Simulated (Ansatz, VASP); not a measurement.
## One calculation of Co, two programs

```
Co
1.0
     2.19982    0.00000    0.00000
     0.00000    2.19982    0.00000
     0.00000    0.00000    2.19982
Co
1
Direct
  0.00000 0.00000 0.00000
```

Alike in both runs: task single point; functional PBEsol; k mesh 15 × 15 × 15; occupations fermi-dirac, width 0.05 eV; collinear spin.

|  | VASP | Ansatz |
| --- | --- | --- |
| version | VASP 6.6.1 | Ansatz 0.2.0 |
| potentials or method | VASP PAW PBE potentials, release 64 (Co_sv), cutoff 690 eV | plane waves (420 eV) with PAW, scalar-relativistic |
| valence electrons in the cell | 17 | 17 |

|  | VASP | Ansatz | Ansatz less VASP |
| --- | --- | --- | --- |
| pressure (GPa) | 24.5 | 25.8 | +1.32 |
| net moment per atom (μB) | 1.45 | 1.45 | +0.001 |
| size of the moment on the site where the two differ most (μB) | 1.44 | 1.44 | -0.001 |

VASP's potentials were made for PBE, not for PBEsol, and Ansatz warns of the same on its side. Site moments also hang on the region over which each program counts them. The functional is the same, so the differences come from potentials, cutoffs and numerics.
